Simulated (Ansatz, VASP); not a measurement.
**One calculation of Nb2B3C, two programs**

```
CELL_PARAMETERS angstrom
3.76658 0.00000 0.00000
-1.88329 3.26195 0.00000
0.00000 0.00000 5.51988
ATOMIC_POSITIONS crystal
Nb 0.33333 0.66667 0.00000
Nb 0.66667 0.33333 0.00000
B 0.00000 0.00000 0.77094
B 0.00000 0.00000 0.22906
B 0.00000 0.00000 0.50000
C 0.00000 0.00000 0.00000
```

Alike in both runs: task relaxation of cell and atoms; functional PBE; k mesh 6 × 6 × 4; occupations gaussian, width 0.1 eV; no spin polarisation.

|  | VASP | Ansatz |
| --- | --- | --- |
| version | VASP 6.6.1 | Ansatz 0.2.0 |
| potentials or method | VASP PAW PBE potentials, release 64 (Nb_sv, B, C), cutoff 600 eV | scalar-relativistic, plane waves, PAW |
| valence electrons in the cell | 39 | 39 |

```csv
,VASP,Ansatz,Ansatz less VASP
"gap on the k mesh at the Fermi level, each at its own relaxed structure (eV)",none,none,-
relaxed volume (Å³/atom),16.25,16.25,-0.002
relaxed cell length with the largest relative difference (Å),6.002,6.002,-0.0003
```

A gap of «none» marks a metal or a gap that the smearing closes.

Noted on VASP's run: the volume moved by over 15 % at a fixed basis, so the end points are rough.
